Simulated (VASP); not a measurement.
# WS2 (R3m) in VASP: electric field gradients with PBE

Aim: the electric field gradients of WS2 with PBE.

Program: VASP 6.6.1. These are calculated values, not measurements. Logs are shortened: lines on timing, memory, paths and dates and some standing lists are left out, and cuts for length are marked.

## Step 1: The cell of the first run

The structure is trigonal, space group R3m (No. 160). The conventional cell has a = 3.188 Å, b = 3.188 Å, c = 22.371 Å, α = 90.00°, β = 90.00°, γ = 120.00°. Within 3.2 Å of W (site symmetry 3m) lie 6 S at 2.42 Å and 6 W at 3.19 Å. S (site symmetry 3m) has 3 W at 2.42 Å and 7 S at 3.14 to 3.19 Å within 3.2 Å. S (site symmetry 3m) has 3 W at 2.42 Å and 7 S at 3.14 to 3.19 Å within 3.2 Å.

## Step 2: Electric field gradients, PBE

Input file INCAR:

```
  PREC = Accurate
  ENCUT = 520
  EDIFF = 1E-8
  ISMEAR = -1
  SIGMA = 0.05
  LREAL = F
  LASPH = T
  NELM = 60
  ALGO = Normal
  ISIF = 2
  LWAVE = F
  LCHARG = F
  GGA = PE
  LEFG = T
  NBANDS = 20
```

Input file KPOINTS:

```
regular mesh
0
Gamma
  13 13 13
```

Input file POSCAR:

```
WS2
1.0
    1.5938297575      0.9201980396      7.4571643862
   -1.5938297575      0.9201980396      7.4571643862
    0.0000000000     -1.8403960791      7.4571643862
W S
1 2
Direct
    0.0006775661      0.0006775661      0.0006775661
    0.2637845998      0.2637845998      0.2637845998
    0.4042378341      0.4042378341      0.4042378341
```

Potentials or basis: VASP PAW PBE potentials, release 64 (W_sv, S).

Launch:

```
> cat potpaw_PBE.64/W_sv/POTCAR potpaw_PBE.64/S/POTCAR > POTCAR
> mpirun -np 1 vasp_std > vasp.out
```

OUTCAR:

```text
PREC = Accurate
   ENCUT = 520
   EDIFF = 1E-8
   ISMEAR = -1
   LREAL = F
   LASPH = T
   NELM = 60
   ISIF = 2
   GGA = PE

 ion  position               nearest neighbor table
   1  0.001  0.001  0.001-   2 2.42   2 2.42   2 2.42   3 2.42   3 2.42   3 2.42
   2  0.264  0.264  0.264-   1 2.42   1 2.42   1 2.42
   3  0.404  0.404  0.404-   1 2.42   1 2.42   1 2.42

  LATTYP: Found a trigonal (rhomboedric) cell.
 ALAT       =     7.6809086969
 COS(alpha) =     0.9138830475

  Lattice vectors:

 A1 = (   1.5938297575,   0.9201980396,   7.4571643862)
 A2 = (  -1.5938297575,   0.9201980396,   7.4571643862)
 A3 = (   0.0000000000,  -1.8403960791,   7.4571643862)

Analysis of symmetry for initial positions (statically):
=====================================================================
 Subroutine PRICEL returns:
 Original cell was already a primitive cell.

 Routine SETGRP: Setting up the symmetry group for a
 trigonal (rhombohedral) supercell.

 Subroutine GETGRP returns: Found  6 space group operations
 (whereof  6 operations were pure point group operations)
 out of a pool of 12 trial point group operations.

The static configuration has the point symmetry C_3v.

Analysis of symmetry for dynamics (positions and initial velocities):
=====================================================================
 Subroutine PRICEL returns:
 Original cell was already a primitive cell.

 Routine SETGRP: Setting up the symmetry group for a
 trigonal (rhombohedral) supercell.

 Subroutine GETGRP returns: Found  6 space group operations
 (whereof  6 operations were pure point group operations)
 out of a pool of 12 trial point group operations.

The dynamic configuration has the point symmetry C_3v.

 Subroutine INISYM returns: Found  6 space group operations
 (whereof  6 operations are pure point group operations),
 and found     1 'primitive' translations

----------------------------------------------------------------------------------------

                                     Primitive cell

  volume of cell :      65.6218

  direct lattice vectors                    reciprocal lattice vectors
     1.593829757  0.920198040  7.457164386     0.313709791  0.181120432  0.044699743
    -1.593829757  0.920198040  7.457164386    -0.313709791  0.181120432  0.044699743
     0.000000000 -1.840396079  7.457164386     0.000000000 -0.362240864  0.044699743

  length of vectors
     7.680908697  7.680908697  7.680908697     0.364988371  0.364988371  0.364988371

  position of ions in fractional coordinates (direct lattice)
     0.000677566  0.000677566  0.000677566
     0.263784600  0.263784600  0.263784600
     0.404237834  0.404237834  0.404237834

  ion indices of the primitive-cell ions
   primitive index   ion index
                 1           1
                 2           2
                 3           3

----------------------------------------------------------------------------------------

 KPOINTS: regular mesh

Automatic generation of k-mesh.
 Grid dimensions read from file:
 generate k-points for:   13   13   13

 Generating k-lattice:

  Cartesian coordinates                     Fractional coordinates (reciprocal lattice)
     0.024131522  0.013932341  0.003438442     0.076923077  0.000000000 -0.000000000
    -0.024131522  0.013932341  0.003438442     0.000000000  0.076923077 -0.000000000
     0.000000000 -0.027864682  0.003438442    -0.000000000 -0.000000000  0.076923077

  Length of vectors
     0.028076029  0.028076029  0.028076029

  Shift w.r.t. Gamma in fractional coordinates (k-lattice)
     0.000000000  0.000000000  0.000000000

 Subroutine IBZKPT returns following result:
 ===========================================

 Found    231 irreducible k-points:

 Following reciprocal coordinates:
            Coordinates               Weight
  0.000000  0.000000  0.000000      1.000000
  0.076923  0.000000 -0.000000      6.000000
  0.153846  0.000000  0.000000      6.000000
  0.230769  0.000000  0.000000      6.000000
  0.307692  0.000000  0.000000      6.000000
  0.384615  0.000000  0.000000      6.000000
[... 16 lines left out ...]
  0.384615  0.153846  0.000000     12.000000
  0.461538  0.153846 -0.000000     12.000000
 [... further k-points ...]
   k-points           NKPTS =    231   k-points in BZ     NKDIM =    231   number of bands    NBANDS=     20
   number of dos      NEDOS =    301   number of ions     NIONS =      3
   total plane-waves  NPLWV = 216000
   dimension x,y,z NGX =    60 NGY =   60 NGZ =   60
   dimension x,y,z NGXF=   120 NGYF=  120 NGZF=  120
   ions per type =               1   2
   NGX,Y,Z   is equivalent  to a cutoff of  12.99, 12.99, 12.99 a.u.
   NGXF,Y,Z  is equivalent  to a cutoff of  25.97, 25.97, 25.97 a.u.
 SYSTEM =  unknown system
   PREC   = accura    normal or accurate (medium, high low for compatibility)
   ISTART =      0    job   : 0-new  1-cont  2-samecut
   ICHARG =      2    charge: 1-file 2-atom 10-const
   ISPIN  =      1    spin polarized calculation?
   LNONCOLLINEAR =      F non collinear calculations
   LSORBIT =      F    spin-orbit coupling
   LASPH  =      T    aspherical Exc in radial PAW
   ENCUT  =  520.0 eV  38.22 Ry    6.18 a.u.  14.28 14.28 14.28*2*pi/ulx,y,z
   NELM   =     60;   NELMIN=  2; NELMDL= -5     # of ELM steps
   EDIFF  = 0.1E-07   stopping-criterion for ELM
   LREAL  =      F    real-space projection
   EDIFFG = 0.1E-06   stopping-criterion for IOM
   NSW    =      0    number of steps for IOM
   IBRION =     -1    ionic relax: 0-MD 1-quasi-New 2-CG
   NFREE  =      0    steps in history (QN), initial steepest desc. (CG)
   ISIF   =      2    stress and relaxation
   ISYM   =      2    0-nonsym 1-usesym 2-fastsym
   POTIM  = 0.5000    time-step for ionic-motion
   TEBEG  =    0.0;   TEEND  =   0.0 temperature during run
   PSTRESS=    0.0 pullay stress
   NELECT =      26.0000    total number of electrons
   NUPDOWN=      -1.0000    fix difference up-down
   EMIN   =  10.00;   EMAX   =-10.00  energy-range for DOS
   EFERMI =   0.00;   METHOD = LEGACY
   ISMEAR =    -1;   SIGMA  =   0.05  broadening in eV -4-tet -1-fermi 0-gaus
   EFERMI_NEDOS =   21; number of points for ismear=-14 and -15
   IALGO  =     38    algorithm
   IMIX   =      4    mixing-type and parameters
     AMIX     =   0.40;   BMIX     =  1.00
     AMIX_MAG =   1.60;   BMIX_MAG =  1.00
  volume/ion in A,a.u.               =      21.87       147.61
  Fermi-wavevector in a.u.,A,eV,Ry     =   1.202403  2.272211 19.670920  1.445772
  Thomas-Fermi vector in A             =   2.338185
   LORBIT       =      0    0 simple, 1 ext, 2 COOP (PROOUT), +10 PAW based schemes
   GGA     = PE    functional components
   LHFCALC =     F    Hartree Fock is set to
   AEXX    =    0.0000 exact exchange contribution
   IVDW    =     0    specifies the selected vdW correction
   LEPSILON=     F    determine dielectric tensor
   LRPA    =     F    only Hartree local field effects (RPA)
 non-spin polarized calculation
  energy-cutoff  :      520.00
  volume of cell :       65.62
 maximum number of plane-waves:      1784
 NGX is ok and might be reduce to    60
   NGX = 29   NGY = 29   NGZ = 29

 number of electron      26.0000000 magnetization

 Free energy of the ion-electron system (eV)
  ---------------------------------------------------
  ext. energy  EPLUGINS =         0.00000000
  ---------------------------------------------------
  free energy    TOTEN  =       -23.68179769 eV

  energy without entropy =      -23.68179769  energy(sigma->0) =      -23.68179769

 E-fermi :   5.4545     XC(G=0):  -9.4733

 val. band max:        4.6423899913   @ k =   0.4615   0.4615   0.4615
 cond. band min:       6.3792116063   @ k =  -0.1538   0.1538   0.0000
 fundamental gap:      1.7368216150
 Fermi energy:         5.4544755482

 k-point     1 :       0.0000    0.0000    0.0000
  band No.  band energies     occupation
      1     -69.5617      2.00000
      2     -33.7898      2.00000
      3     -33.6457      2.00000
      4     -33.6457      2.00000
      5     -10.2443      2.00000
      6      -8.6062      2.00000
[... 12 lines left out ...]
     19      11.2170      0.00000
[... 513 lines left out ...]
      4     -33.7337      2.00000
      5      -8.3241      2.00000
      6      -7.9190      2.00000
[... 12 lines left out ...]
     19      12.3222      0.00000
     20      13.4375      0.00000

 [... further k-points ...]

------------------------ aborting loop because EDIFF is reached ----------------------------------------

  FORCE on cell =-STRESS in cart. coord.  units (eV):
  Direction    XX          YY          ZZ          XY          YZ          ZX
  --------------------------------------------------------------------------------------
  -------------------------------------------------------------------------------------
  Total       -0.0094567     -0.0094567     -0.0130360      0.0000000     -0.0000000     -0.0000000
  in kB       -0.2308888     -0.2308888     -0.3182774      0.0000000     -0.0000000     -0.0000000
  external PRESSURE =      -0.2600183 kB  Pullay stress =       0.0000000 kB

 VOLUME and BASIS-vectors are now :
 -----------------------------------------------------------------------------
  energy-cutoff  :      520.00
  volume of cell :       65.62
      direct lattice vectors                 reciprocal lattice vectors
     1.593829757  0.920198040  7.457164386     0.313709791  0.181120432  0.044699743
    -1.593829757  0.920198040  7.457164386    -0.313709791  0.181120432  0.044699743
     0.000000000 -1.840396079  7.457164386     0.000000000 -0.362240864  0.044699743

 POSITION                                       TOTAL-FORCE (eV/Angst)
 -----------------------------------------------------------------------------------
      0.00000      0.00000      0.01516         0.000000     -0.000000     -0.000095
      0.00000      0.00000      5.90126         0.000000     -0.000000     -0.003779
      0.00000      0.00000      9.04340         0.000000      0.000000      0.003874
 -----------------------------------------------------------------------------------
    total drift:                                0.000000      0.000000     -0.000030

  FREE ENERGIE OF THE ION-ELECTRON SYSTEM (eV)
  ---------------------------------------------------
  free  energy   TOTEN  =       -23.6817976872 eV

  energy  without entropy=      -23.6817976860  energy(sigma->0) =      -23.68179769

 Electric field gradients (V/A^2)
---------------------------------------------------------------------
 ion       V_xx      V_yy      V_zz      V_xy      V_xz      V_yz
---------------------------------------------------------------------
   1      76.580    76.580  -153.160    -0.000     0.000    -0.000
   2      23.558    23.558   -47.115    -0.000    -0.000    -0.000
   3      23.542    23.542   -47.084    -0.000    -0.000    -0.000
---------------------------------------------------------------------

 Electric field gradients after diagonalization (V/A^2)
 (convention: |V_zz| > |V_xx| > |V_yy|)
----------------------------------------------------------------------
 ion       V_xx      V_yy      V_zz     asymmetry (V_yy - V_xx)/ V_zz
----------------------------------------------------------------------
   1      76.580    76.580  -153.160       0.000
   2      23.558    23.558   -47.115       0.000
   3      23.542    23.542   -47.084       0.000
----------------------------------------------------------------------

           NMR quadrupolar parameters

 Cq : quadrupolar parameter    Cq=e*Q*V_zz/h
 eta: asymmetry parameters     (V_yy - V_xx)/ V_zz
 Q  : nuclear electric quadrupole moment in mb (millibarn)
----------------------------------------------------------------------
 ion       Cq(MHz)       eta       Q (mb)
----------------------------------------------------------------------
   1      -0.370       0.000       1.000
   2      -0.114       0.000       1.000
   3      -0.114       0.000       1.000
----------------------------------------------------------------------
```

It took 27 min on 1 thread of Intel Xeon Platinum 8175M at 2.50GHz (Skylake/Cascade Lake), shared host; peak memory 0.67 GiB.

What came out:

| Property | Result |
| --- | --- |
| Free energy | -23.6818 eV |
| Pressure | 0.0 GPa |
| Largest force | 0.004 eV/Å |
| Band gap on the k mesh | 1.74 eV (least direct gap 2.03 eV) |
| Largest electric field gradient by atom | W -153.2; S -47.1 V/Å² |

Forces on the atoms (eV/Å):
```
W    0.000  0.000  0.000
S    0.000  0.000 -0.004
S    0.000  0.000  0.004
```

Electric field gradients, principal values (V/Å²):
| atom | least | middle | greatest (by size) |
| --- | --- | --- | --- |
| 1 W | 76.580 | 76.580 | -153.160 |
| 2 S | 23.558 | 23.558 | -47.115 |
| 3 S | 23.542 | 23.542 | -47.084 |

Caveat: without QUAD_EFG the Cq values of the log hold for a quadrupole moment of 1 mb, not for the nuclei; spin-orbit coupling is left out, which moves the levels of the heavy elements. A k mesh can miss the band edges.
